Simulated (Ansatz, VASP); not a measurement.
# One calculation of TaN, two programs

The input INCAR:

```
SYSTEM = TaN
ALGO = Normal
EDIFF = 1E-7
ENCUT = 520
GGA = PS
ISIF = 2
ISMEAR = 0
LASPH = .TRUE.
LCHARG = .TRUE.
LELF = .TRUE.
LREAL = .FALSE.
LVHAR = .TRUE.
LWAVE = .FALSE.
NBANDS = 24
NELM = 60
PREC = Accurate
SIGMA = 0.15
```

KPOINTS

```
k-points
0
G
  20 20 12
  0 0 0
```

POSCAR

```
TaN
1.0
    0.0000000000      0.0000000000      2.8707276426
    2.9239890448      0.0000000000      0.0000000000
    0.0000000000      5.0644975863      0.0000000000
Ta N
2 2
Direct
    0.5000000000      0.0000000000      0.3333333333
    0.5000000000      0.5000000000      0.8333333333
    0.0000000000      0.5000000000      0.5000000000
    0.0000000000      0.0000000000      0.0000000000
```

Input for Ansatz:

```yaml
crystal:
  lattice:
    - [0.0, 0.0, 2.8707276426]
    - [2.9239890448, 0.0, 0.0]
    - [0.0, 5.0644975863, 0.0]
  atoms:
    - { symbol: Ta, position: [0.5, 0.0, 0.3333333333] }
    - { symbol: Ta, position: [0.5, 0.5, 0.8333333333] }
    - { symbol: "N", position: [0.0, 0.5, 0.5] }
    - { symbol: "N", position: [0.0, 0.0, 0.0] }
basis:
  ecutwfc: 420
kpoints:
  mp_grid: { grid: [20, 20, 12] }
hamiltonian:
  xc: pbesol
scf:
  occupations: { method: gaussian, width: 0.15 }
output:
  forces: true
  stress: true
  eigenvalues: true
```

Alike in both runs: task single point; functional PBEsol; k mesh 20 × 20 × 12; occupations gaussian, width 0.15 eV; no spin polarisation.

```csv
,VASP,Ansatz
version,VASP 6.6.1,Ansatz 0.2.0
potentials or method,"VASP PAW PBE potentials, release 64 (Ta_pv, N), cutoff 520 eV","scalar-relativistic, plane waves, PAW"
valence electrons in the cell,32,36
```

|  | VASP | Ansatz | Ansatz less VASP |
| --- | --- | --- | --- |
| gap on the k mesh at the Fermi level (eV) | none | none | - |
| pressure (GPa) | 0.9 | 0.0 | -0.86 |
| traceless stress, the component that is largest in VASP (GPa) | 0.14 | 0.01 | -0.136 |

VASP's potentials were made for PBE, not for PBEsol. A gap of «none» marks a metal or a gap that the smearing closes. With one functional, cell and mesh, what is left measures potentials, basis and numerics. VASP's potentials hold 32 valence electrons a cell and Ansatz's 36, so a difference there can come from the potentials and not from the codes.

Spin-orbit coupling is off throughout.
